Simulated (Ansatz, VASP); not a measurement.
## YTi in VASP and in Ansatz

INCAR

```
SYSTEM = YTi
PREC = Accurate
ENCUT = 520
EDIFF = 1E-7
ISMEAR = -1
SIGMA = 0.05
LREAL = .FALSE.
LASPH = .TRUE.
NELM = 80
ALGO = Normal
ISIF = 2
LWAVE = .FALSE.
LCHARG = .FALSE.
GGA = PE
NBANDS = 18
```

Contents of KPOINTS:

```
Automatic mesh
0
G
  8 8 8
  0 0 0
```

Contents of POSCAR:

```
YTi
1.0
    3.6135960108      0.0000000000      0.0000000000
    0.0000000000      3.6135960108      0.0000000000
    0.0000000000      0.0000000000      3.6135960108
Y Ti
1 1
Direct
    0.5000000000      0.5000000000      0.5000000000
    0.0000000000      0.0000000000      0.0000000000
```

File input.yaml:

```yaml
crystal:
  lattice:
    - [3.6135960108, 0.0, 0.0]
    - [0.0, 3.6135960108, 0.0]
    - [0.0, 0.0, 3.6135960108]
  atoms:
    - { symbol: "Y", position: [0.5, 0.5, 0.5] }
    - { symbol: Ti, position: [0.0, 0.0, 0.0] }
kpoints:
  mp_grid: { grid: [8, 8, 8] }
scf:
  occupations: { method: fermi_dirac, width: 0.05 }
hamiltonian:
  xc: pbe
  pseudopotentials: { kind: all_electron, lapw: { basis_error: 0.0005 } }
output:
  forces: true
  stress: true
  eigenvalues: true
```

Change from the starting cell: volume scaled by 1.04.

Alike in both runs: task single point; functional PBE; k mesh 8 × 8 × 8; occupations fermi-dirac, width 0.05 eV; no spin polarisation.

|  | VASP | Ansatz |
| --- | --- | --- |
| version | VASP 6.6.1 | Ansatz 0.2.0 |
| potentials or method | VASP PAW PBE potentials, release 64 (Y_sv, Ti_sv), cutoff 520 eV | all-electron LAPW, scalar-relativistic |

```tsv
	VASP	Ansatz	Ansatz less VASP
gap on the k mesh at the Fermi level (eV)	none	none	-
pressure (GPa)	0.9	1.1	+0.17
```

A gap of «none» marks a metal or a gap that the smearing closes. Ansatz ran all-electron here, and VASP with PAW potentials.
